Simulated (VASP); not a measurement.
SiGe3: single point with PBE

SiGe3:

```
Si Ge
1.0
     2.82854    0.00000    0.00000
    -1.41427    2.44959    0.00000
     0.00000    0.00000   10.55596
Si Ge
1 3
Direct
  0.00000 0.00000 0.50000
  0.00000 0.00000 0.74353
  0.00000 0.00000 0.00000
  0.00000 0.00000 0.25647
```

```
Program                : VASP 6.6.1
Task                   : single point
Functional             : PBE
Potentials or basis    : VASP PAW PBE potentials, release 64 (Si, Ge_d)
Cutoff                 : 520 eV
k mesh                 : 18 × 18 × 6
Occupations            : gaussian, width 0.1 eV
Spin                   : no spin polarisation
Dipole correction      : no
Further INCAR settings : ALGO = Normal; EDIFF = 1e-06; NBANDS = 31
```

```
Pressure               : 0.0 GPa
Band gap on the k mesh : zero (bands 23 and 24 overlap by 9.44 eV)
```

Levels at points of the mesh, in eV from the Fermi level:
```csv
k point,band 20,band 21,band 22,band 23,band 24,band 25,band 26,band 27
"(0.00, 0.00, 0.00)",-6.05,-0.71,-0.64,6.98,8.28,8.28,9.39,9.54
"(0.50, 0.00, 0.00)",-4.58,-4.50,-3.39,-2.45,-1.94,3.04,3.73,3.80
"(0.00, 0.00, 0.50)",-4.23,-4.03,3.11,3.76,8.38,8.38,8.97,8.97
"(0.50, 0.00, 0.50)",-5.36,-4.72,-3.42,-3.11,0.15,0.56,4.15,4.30
```

Wall time 3.6 min on 1 thread of Intel(R) Xeon(R) Platinum 8259CL CPU @ 2.50GHz (Skylake/Cascade Lake) (shared host), peak memory 0.39 GiB.
